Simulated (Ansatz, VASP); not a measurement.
**One calculation of Ca, two programs**

Contents of POSCAR:

```
Ca
1.0
    0.0000000000      2.7821816267      2.7821816267
    2.7821816267      0.0000000000      2.7821816267
    2.7821816267      2.7821816267      0.0000000000
Ca
1
Direct
    0.0000000000      0.0000000000      0.0000000000
```

The input INCAR.step1:

```
SYSTEM = Ca
PREC = Accurate
ENCUT = 520
EDIFF = 1E-5
ISMEAR = 0
SIGMA = 0.05
LREAL = .False.
LASPH = .True.
NELM = 60
ALGO = Normal
ISIF = 2
LWAVE = .True.
LCHARG = .False.
GGA = PE
NBANDS = 11
```

Contents of INCAR.step2:

```
SYSTEM = Ca
PREC = Accurate
ENCUT = 520
EDIFF = 1E-7
ISMEAR = 0
SIGMA = 0.05
LREAL = .False.
LASPH = .True.
NELM = 60
ALGO = Normal
ISIF = 2
LWAVE = .False.
LCHARG = .False.
GGA = PE
LHFCALC = .True.
HFSCREEN = 0.2079
PRECFOCK = Normal
ISTART = 1
NBANDS = 11
```

KPOINTS

```
regular mesh
0
Gamma
  6 6 6
  0 0 0
```

Input for Ansatz:

```yaml
crystal:
  lattice:
    - [0.0, 2.7821816267, 2.7821816267]
    - [2.7821816267, 0.0, 2.7821816267]
    - [2.7821816267, 2.7821816267, 0.0]
  atoms:
    - { symbol: Ca, position: [0.0, 0.0, 0.0] }
basis:
  ecutwfc: 420
  ecutrho_ratio: 4
kpoints:
  mp_grid: { grid: [6, 6, 6] }
hamiltonian:
  xc: hse06
scf:
  occupations: { method: gaussian, width: 0.05 }
output:
  forces: true
  stress: true
  eigenvalues: true
```

Alike in both runs: task single point; functional HSE06; k mesh 6 × 6 × 6; occupations gaussian, width 0.05 eV; no spin polarisation.

|  | VASP | Ansatz |
| --- | --- | --- |
| version | VASP 6.6.1 | Ansatz 0.2.0 |
| potentials or method | VASP PAW PBE potentials, release 64 (Ca_sv), cutoff 520 eV | scalar-relativistic, plane waves, PAW |
| valence electrons in the cell | 10 | 10 |

```tsv
	VASP	Ansatz	Ansatz less VASP
gap on the k mesh at the Fermi level (eV)	none	none	-
pressure (GPa)	0.0	0.0	-0.01
```

A gap of «none» marks a metal or a gap that the smearing closes. Ansatz's warnings: filled band counts differ across k points, stress exchange threshold loose, stress scf threshold loose.
